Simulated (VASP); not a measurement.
Set up this calculation in VASP 6.6.1, as the native input.

| Property | Result |
| --- | --- |
| Task | single point |
| Functional | PBEsol |
| Potentials or basis | VASP PAW PBE potentials, release 64 (P) |
| Cutoff | 520 eV |
| k mesh | 8 × 1 × 6 |
| Occupations | gaussian, width 0.05 eV |
| Spin | no spin polarisation |
| Dipole correction | no |
| Further INCAR settings | ALGO = Normal; EDIFF = 1e-07; NBANDS = 18 |

The structure of P lies in POSCAR:

```
P
1.0
    3.2472216892      0.0026272243      0.0208827160
    0.0278881946     35.2422347915     -0.1903147246
    0.0294575304     -0.0252905626      4.6665812596
P
4
Direct
    0.0065949727      0.9698975608      0.5918236990
    0.0017931715      0.0299103841      0.4069994108
    0.4951122991      0.0286769717      0.0896230459
    0.4964995567      0.9715150834      0.9115538442
```

This cell differs from its parent crystal: atoms moved at random and the cell strained at random.

These files were run (other wordings do the same):

INCAR

```
PREC = Accurate
ENCUT = 520
EDIFF = 1E-7
ISMEAR = 0
SIGMA = 0.05
LREAL = F
LASPH = T
NELM = 100
ALGO = Normal
ISIF = 2
LWAVE = F
LCHARG = F
GGA = PS
NBANDS = 18
```

KPOINTS

```
regular mesh
0
Gamma
  8 1 6
```

Potentials or basis: VASP PAW PBE potentials, release 64 (P).

The run is started by

```bash
$ cat potpaw_PBE.64/P/POTCAR > POTCAR
$ mpirun -np 1 vasp_std > vasp.out
```

It gave:

* Largest force: 0.884 eV/Å
* Band gap on the k mesh: 0.96 eV

Caveat: the cell differs from its parent crystal (atoms moved at random and the cell strained at random); the PAW data sets were made with another functional, which shifts forces and pressure a little.

It took 7.7 min on 1 thread of Intel(R) Xeon(R) Platinum 8488C (Sapphire Rapids), with other jobs on the host, peak memory 0.58 GiB.
